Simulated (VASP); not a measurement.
## Al7Ru8 (a cell with a defect): single point with PBEsol

Al7Ru8 (a cell with a defect):

```
Ru Al
1.0
     6.06016    0.00000    0.00000
     0.00000    6.06016    0.00000
     0.00000    0.00000    6.06016
Ru Al
8 7
Direct
  0.24996 0.26263 0.26052
  0.24996 0.26263 0.73670
  0.24996 0.73881 0.26052
  0.24996 0.73882 0.73670
  0.75295 0.23240 0.23028
  0.75295 0.23239 0.76693
  0.75294 0.76904 0.23028
  0.75294 0.76905 0.76694
  0.03101 0.00072 0.99862
  0.99946 0.00072 0.49860
  0.99946 0.50072 0.99860
  0.66058 0.50072 0.49862
  0.47041 0.00073 0.99862
  0.49870 0.00073 0.49860
  0.49870 0.50072 0.99860
```

| Property | Result |
| --- | --- |
| Program | VASP 6.6.1 |
| Task | single point |
| Functional | PBEsol |
| Potentials or basis | VASP PAW PBE potentials, release 64 (Ru_pv, Al) |
| Cutoff | 520 eV |
| k mesh | 2 × 2 × 2 |
| Occupations | fermi-dirac, width 0.1 eV |
| Spin | no spin polarisation |

The pressure is -12.0 GPa, the largest force is 2.096 eV/Å and the band gap on the k mesh is zero (an odd number of electrons rules out a gap without spin polarisation).

Forces in eV/Å, atoms in the order of the input:
```
Ru   0.136 -0.001  0.001
Ru   0.136 -0.001  0.002
Ru   0.136  0.000  0.002
Ru   0.136 -0.001  0.002
Ru   0.212  0.070  0.071
Ru   0.213  0.071 -0.070
Ru   0.213 -0.070  0.072
Ru   0.212 -0.072 -0.071
Al   0.070  0.001 -0.003
Al   0.106  0.001 -0.001
Al   0.106  0.001 -0.001
Al  -2.096  0.000 -0.002
Al   0.218  0.001 -0.001
Al   0.101  0.000 -0.001
Al   0.101  0.000  0.000
```

Stress tensor (GPa, compression positive):
```
-13.28   0.00   0.00
  0.00 -11.32   0.00
  0.00   0.00 -11.33
```

Levels at points of the mesh, in eV from the Fermi level:
| k point | band 65 | band 66 | band 67 | band 68 | band 69 | band 70 |
| --- | --- | --- | --- | --- | --- | --- |
| (0.00, 0.00, 0.00) | 0.37 | 0.45 | 0.48 | 0.64 | 0.64 | 1.31 |
| (0.50, 0.00, 0.00) | -0.22 | 0.18 | 0.23 | 0.42 | 1.44 | 1.53 |
| (0.00, 0.50, 0.00) | -0.25 | -0.19 | 0.25 | 0.31 | 1.37 | 1.40 |
| (0.00, 0.00, 0.50) | -0.25 | -0.19 | 0.25 | 0.31 | 1.37 | 1.40 |
| (0.50, 0.50, 0.00) | -0.25 | -0.16 | -0.14 | -0.01 | 0.34 | 0.86 |
| (0.00, 0.50, 0.50) | -0.41 | -0.40 | -0.40 | -0.34 | 1.24 | 1.32 |
| (0.50, 0.00, 0.50) | -0.25 | -0.16 | -0.14 | -0.01 | 0.34 | 0.86 |
| (0.50, 0.50, 0.50) | -0.80 | -0.78 | -0.78 | -0.58 | -0.58 | -0.58 |

Wall time 3.7 min on 1 thread of AMD EPYC 9R45 96-Core Processor (Zen 5), on a shared host, peak memory 0.33 GiB.

Caveat: the k points lie up to 0.52 Å⁻¹ apart, too coarse for converged energies and pressures of a metal; the PAW data sets were made with another functional, which shifts forces and pressure a little.
